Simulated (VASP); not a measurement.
NiO2: single point with PBEsol

NiO2:

```
Ni O
1.0
     2.82213    0.00000    0.00000
    -1.41106    2.44404    0.00000
     0.00000    0.00000    4.83910
Ni O
1 2
Direct
  0.00000 0.00000 0.50000
  0.66667 0.33333 0.73794
  0.33333 0.66667 0.26206
```

This cell differs from its parent crystal: c/a of the conventional cell at fixed volume 1.7147.

| Quantity | Value |
| --- | --- |
| Program | VASP 6.6.1 |
| Task | single point |
| Functional | PBEsol |
| Potentials or basis | VASP PAW PBE potentials, release 64 (Ni, O) |
| Cutoff | 520 eV |
| k mesh | 12 × 12 × 6 |
| Occupations | gaussian, width 0.05 eV |
| Spin | no spin polarisation |
| Dipole correction | no |
| Further INCAR settings | ALGO = Normal; EDIFF = 1e-06; NBANDS = 18 |

| Item | Value |
| --- | --- |
| Pressure | -26.1 GPa |
| Largest force | 3.273 eV/Å |
| Band gap on the k mesh | 0.65 eV, indirect (least direct gap 0.69 eV) |

Forces in eV/Å, atoms in the order of the input:
```
Ni   0.000  0.000  0.000
O    0.000  0.000 -3.273
O    0.000  0.000  3.273
```

Stress tensor (GPa, compression positive):
```
-20.84   0.00   0.00
  0.00 -20.84   0.00
  0.00   0.00 -36.52
```

Levels at points of the mesh, in eV from the valence-band top:
| k point | band 8 | band 9 | band 10 | band 11 | band 12 | band 13 | band 14 | band 15 |
| --- | --- | --- | --- | --- | --- | --- | --- | --- |
| (0.00, 0.00, 0.00) | -0.77 | -0.47 | -0.43 | -0.43 | 1.67 | 1.67 | 6.55 | 10.83 |
| (0.50, 0.00, 0.00) | -1.64 | -1.54 | -1.12 | -0.59 | 1.41 | 1.66 | 10.85 | 11.78 |
| (0.00, 0.00, 0.50) | -1.63 | -0.49 | -0.49 | -0.43 | 1.73 | 1.73 | 7.94 | 9.90 |
| (0.50, 0.00, 0.50) | -1.49 | -1.40 | -1.12 | -0.63 | 1.44 | 1.54 | 10.55 | 11.31 |

It took 36 s on 1 thread of Intel(R) Xeon(R) Platinum 8488C (Sapphire Rapids), with other jobs on the host, peak memory 0.19 GiB.

Caveat: the PAW data sets were made with another functional, which shifts forces and pressure a little. Spin polarisation is off, so any magnetic state and its effect on volume and gap are missing.
